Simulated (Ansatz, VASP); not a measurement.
# One calculation of KS7, two programs

The input INCAR:

```
PREC = Accurate
ENCUT = 600
EDIFF = 1E-7
ISMEAR = 0
SIGMA = 0.1
LREAL = F
LASPH = T
NELM = 100
ALGO = Normal
ISIF = 3
LWAVE = F
LCHARG = F
GGA = PE
IBRION = 2
NSW = 90
EDIFFG = -0.04
```

The input KPOINTS:

```
regular mesh
0
Gamma
  4 4 4
```

File POSCAR:

```
KS7
1.0
    0.0000000000      4.5953003900      4.5953003900
    4.5953003900      0.0000000000      4.5953003900
    4.5953003900      4.5953003900      0.0000000000
K S
1 7
Direct
    0.0000000000      0.0000000000      0.0000000000
    0.5000000000      0.0000000000      0.0000000000
    0.0000000000      0.5000000000      0.5000000000
    0.0000000000      0.5000000000      0.0000000000
    0.5000000000      0.0000000000      0.5000000000
    0.0000000000      0.0000000000      0.5000000000
    0.5000000000      0.5000000000      0.0000000000
    0.5000000000      0.5000000000      0.5000000000
```

Input for Ansatz:

```yaml
crystal:
  lattice:
    - [0.0, 4.59530039, 4.59530039]
    - [4.59530039, 0.0, 4.59530039]
    - [4.59530039, 4.59530039, 0.0]
  atoms:
    - { symbol: K, position: [0.0, 0.0, 0.0] }
    - { symbol: S, position: [0.5, 0.0, 0.0] }
    - { symbol: S, position: [0.0, 0.5, 0.5] }
    - { symbol: S, position: [0.0, 0.5, 0.0] }
    - { symbol: S, position: [0.5, 0.0, 0.5] }
    - { symbol: S, position: [0.0, 0.0, 0.5] }
    - { symbol: S, position: [0.5, 0.5, 0.0] }
    - { symbol: S, position: [0.5, 0.5, 0.5] }
basis:
  ecutwfc: 420
kpoints:
  mp_grid: { grid: [4, 4, 4] }
hamiltonian:
  xc: pbe
scf:
  occupations: { method: gaussian, width: 0.1 }
  lower_state_search: "off"
output:
  forces: true
  stress: true
  eigenvalues: true
relax:
  adjacent_minimum: "off"
  f_tol: 0.04
  max_steps: 70
  cell: { stress_tol: 0.4 }
```

Change from the starting cell: species swapped into the CePd7 type (Fm-3m, No. 225).

Alike in both runs: task relaxation of cell and atoms; functional PBE; k mesh 4 × 4 × 4; occupations gaussian, width 0.1 eV; no spin polarisation.

```csv
,VASP,Ansatz
version,VASP 6.6.1,Ansatz 0.2.0
potentials or method,"VASP PAW PBE potentials, release 64 (K_sv, S), cutoff 600 eV","scalar-relativistic, plane waves, PAW"
valence electrons in the cell,51,51
```

|  | VASP | Ansatz | Ansatz less VASP |
| --- | --- | --- | --- |
| gap on the k mesh at the Fermi level, each at its own relaxed structure (eV) | none | none | - |
| relaxed volume (Å³/atom) | 17.81 | 17.83 | +0.027 |
| relaxed cell length with the largest relative difference (Å) | 5.862 | 5.865 | +0.0029 |

A gap of «none» marks a metal or a gap that the smearing closes.

Noted on VASP's run: the volume moved by over 15 % at a fixed basis, so the end points are rough.
